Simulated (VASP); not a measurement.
Here is a VASP 6.6.1 calculation.

INCAR

```
SYSTEM = Pb
ALGO = Fast
EDIFF = 1E-6
ENCUT = 520
GGA = PS
ISIF = 2
ISMEAR = 0
LASPH = .TRUE.
LCHARG = .FALSE.
LREAL = .FALSE.
LWAVE = .FALSE.
NBANDS = 21
NELM = 60
PREC = Accurate
SIGMA = 0.15
```

Contents of KPOINTS:

```
k-points
0
G
  12 12 12
  0 0 0
```

File POSCAR:

```
Pb
1.0
    0.0000000000      3.2670500527      3.6109500583
    3.2670500527      0.0000000000      3.6109500583
    3.2670500527      3.2670500527      0.0000000000
Pb
2
Direct
    0.5000000000      0.5000000000      0.5000000000
    0.7500000000      0.7500000000      0.7500000000
```

Potentials or basis: VASP PAW PBE potentials, release 64 (Pb_d).

Run with:

```sh
$ cat potpaw_PBE.64/Pb_d/POTCAR > POTCAR
$ mpirun -np 1 vasp_std > vasp.out
```

**Question.** What does it give for the pressure?

**Answer.** 2.2 GPa.

**Question.** What does it give for the band gap on the k mesh?

**Answer.** Zero (bands 14 and 15 overlap by 1.11 eV).

Stress tensor (GPa, compression positive):
```
2.55 0.00 0.00
0.00 2.55 0.00
0.00 0.00 1.59
```

Caveat: the cell differs from its parent crystal (strain -0.050 along x and y, +0.050 along z); the PAW data sets were made with another functional, which shifts forces and pressure a little; spin-orbit coupling is left out, which moves the levels of the heavy elements.
